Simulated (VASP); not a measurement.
# Cs (Im-3m) in VASP: further runs, part 2 of 2

VASP 6.6.1. Earlier steps stand in the parts before.

**5. Relaxation of cell and atoms, PBE**

This run uses another cell than the first one, of 122.48 Å³/atom.

Contents of INCAR:

```
SYSTEM = Cs
ALGO = Normal
EDIFF = 1E-6
EDIFFG = -0.01
ENCUT = 600
GGA = PE
IBRION = 2
ISIF = 3
ISMEAR = -1
LASPH = .TRUE.
LCHARG = .FALSE.
LREAL = .FALSE.
LWAVE = .FALSE.
NELM = 80
NSW = 80
PREC = Accurate
SIGMA = 0.05
```

Contents of KPOINTS:

```
k-points
0
G
  6 6 6
  0 0 0
```

Contents of POSCAR:

```
Cs
1.0
   -3.1284650614      3.1284650614      3.1284650614
    3.1284650614     -3.1284650614      3.1284650614
    3.1284650614      3.1284650614     -3.1284650614
Cs
1
Direct
    0.0000000000      0.0000000000      0.0000000000
```

Potentials or basis: VASP PAW PBE potentials, release 64 (Cs_sv).

Command:

```console
cat potpaw_PBE.64/Cs_sv/POTCAR > POTCAR
mpirun -np 1 vasp_std > vasp.out
```

OUTCAR:

```text
SYSTEM = Cs
   EDIFF = 1E-6
   EDIFFG = -0.01
   ENCUT = 600
   GGA = PE
   IBRION = 2
   ISIF = 3
   ISMEAR = -1
   LASPH = .TRUE.
   LREAL = .FALSE.
   NELM = 80
   NSW = 80
   PREC = Accurate

 ion  position               nearest neighbor table
   1  0.000  0.000  0.000-

  LATTYP: Found a body centered cubic cell.
 ALAT       =     6.2569301228

  Lattice vectors:

 A1 = (  -3.1284650614,   3.1284650614,   3.1284650614)
 A2 = (   3.1284650614,  -3.1284650614,   3.1284650614)
 A3 = (   3.1284650614,   3.1284650614,  -3.1284650614)

Analysis of symmetry for initial positions (statically):
=====================================================================
 Subroutine PRICEL returns:
 Original cell was already a primitive cell.

[... 166 lines left out ...]
  -------------------------------------------------------------------------------------
  Total       -0.0591568     -0.0591568     -0.0591568     -0.0000000     -0.0000000      0.0000000
  in kB       -0.7738582     -0.7738582     -0.7738582     -0.0000000     -0.0000000      0.0000000
  external PRESSURE =      -0.7738582 kB  Pullay stress =       0.0000000 kB
[... 92 lines left out ...]
--------------------------------------- Ionic step        4  -------------------------------------------

 number of electron       9.0000000 magnetization

 Free energy of the ion-electron system (eV)
  ---------------------------------------------------
  ext. energy  EPLUGINS =         0.00000000
  ---------------------------------------------------
  free energy    TOTEN  =        -0.84740171 eV

  energy without entropy =       -0.82919784  energy(sigma->0) =       -0.83829978

 E-fermi :   0.4137     XC(G=0):  -5.3594

 val. band max:        0.2952832937   @ k =   0.1667   0.1667   0.1667
 cond. band min:       0.4319876671   @ k =   0.3333   0.1667   0.0000
 fundamental gap:      0.1367043733
 Fermi energy:         0.4137403598

 k-point     1 :       0.0000    0.0000    0.0000
  band No.  band energies     occupation
      1     -23.4605      2.00000
      2     -10.2063      2.00000
      3     -10.2063      2.00000
      4     -10.2063      2.00000
      5      -1.2517      2.00000
      6       2.8882      0.00000
      7       2.8882      0.00000
      8       2.8882      0.00000
[... 191 lines left out ...]
  FREE ENERGIE OF THE ION-ELECTRON SYSTEM (eV)
  ---------------------------------------------------
  free  energy   TOTEN  =        -0.8474017125 eV

  energy  without entropy=       -0.8291978415  energy(sigma->0) =       -0.83829978

 reached required accuracy - stopping structural energy minimisation
```

OSZICAR:

```text
N       E                     dE             d eps       ncg     rms          rms(c)
DAV:   1     0.579473660074E+02    0.57947E+02   -0.30574E+03   256   0.854E+02
DAV:   2     0.518680121422E+01   -0.52761E+02   -0.52413E+02   352   0.124E+02
DAV:   3    -0.749428644985E+00   -0.59362E+01   -0.59351E+01   256   0.499E+01
[... 29 lines left out ...]
DAV:   3    -0.847395578840E+00    0.12358E-02   -0.46123E-03   256   0.409E-01    0.281E-02
DAV:   4    -0.847399837985E+00   -0.42591E-05   -0.19663E-05   272   0.402E-02    0.124E-02
DAV:   5    -0.847403216803E+00   -0.33788E-05   -0.44916E-06   320   0.151E-02    0.252E-03
DAV:   6    -0.847401769027E+00    0.14478E-05   -0.22893E-07   152   0.448E-03    0.287E-04
DAV:   7    -0.847401712545E+00    0.56482E-07   -0.24947E-08   128   0.147E-03
   4 F= -.84740171E+00 E0= -.83829978E+00  d E =-.129753E-02
```

CONTCAR:

```text
Cs
   1.00000000000000
    -3.0828866133887516    3.0828866133887516    3.0828866133887516
     3.0828866133887516   -3.0828866133887516    3.0828866133887516
     3.0828866133887516    3.0828866133887516   -3.0828866133887516
  Cs
     1
Direct
     1.0000000000000000    1.0000000000000000    1.0000000000000000

  0.00000000E+00  0.00000000E+00  0.00000000E+00
```

Run time: 33 s. Hardware: 1 thread of Intel Xeon 6975P-C (Granite Rapids), shared host; peak memory 0.32 GiB.

Results:

```
Free energy                           : -0.8474 eV
Relaxed volume                        : 117.20 Å³/atom
Relaxed cell                          : a = 5.340 Å, b = 5.340 Å, c = 5.340 Å, α = 109.47°, β = 109.47°, γ = 109.47°
Space group after relaxing (to 0.1 Å) : Im-3m (No. 229)
Energy gained by relaxing             : 1.3 meV/atom
Ionic steps                           : 4
Pressure after relaxing               : 0.0 GPa
Band gap on the k mesh                : zero (an odd number of electrons rules out a gap without spin polarisation)
```

Step by step:
```tsv
step	energy change (eV)	largest force (eV/Å)	pressure (GPa)	volume (Å³)
1	0.0000	0.0000	-0.08	122.48
2	-0.0005	0.0000	-0.06	121.43
3	-0.0012	0.0000	-0.02	118.33
4	-0.0013	0.0000	0.00	117.20
```

Final structure:
```cif
data_structure
_symmetry_space_group_name_H-M 'P 1'
_symmetry_Int_Tables_number 1
_cell_length_a 5.3397
_cell_length_b 5.3397
_cell_length_c 5.3397
_cell_angle_alpha 109.471
_cell_angle_beta 109.471
_cell_angle_gamma 109.471
_cell_volume 117.20
loop_
_atom_site_label
_atom_site_type_symbol
_atom_site_fract_x
_atom_site_fract_y
_atom_site_fract_z
_atom_site_occupancy
Cs1 Cs 0.00000 0.00000 0.00000 1
```

Caveat: spin-orbit coupling is left out, which moves the levels of the heavy elements.

**6. Summary**

| task | cell | cutoff (eV) | gap on the mesh (eV) | pressure (GPa) |
| --- | --- | --- | --- | --- |
| single point | a = 4.031 Å, angles 109.5°, 1 atom | 520 | none | 5.0 |
| single point | a = 4.558 Å, angles 109.5°, 1 atom | 520 | none | 2.0 |
| single point | a = 5.340 Å, angles 109.5°, 1 atom | 520 | none | 0.0 |
| relaxation of cell and atoms | relaxed from a = 5.419 Å, angles 109.5°, 1 atom | 600 | none | 0.0 |

Alike in all rows: level PBE; potentials or basis VASP PAW PBE potentials, release 64 (Cs_sv); no spin polarisation; k mesh 6 × 6 × 6; smearing fermi-dirac 0.05 eV.

Caveats: spin-orbit coupling is left out, which moves the levels of the heavy elements; the cell stands under pressure (at least some runs).

Total energies depend on the potentials used, so only differences within one code and one set of settings carry meaning.
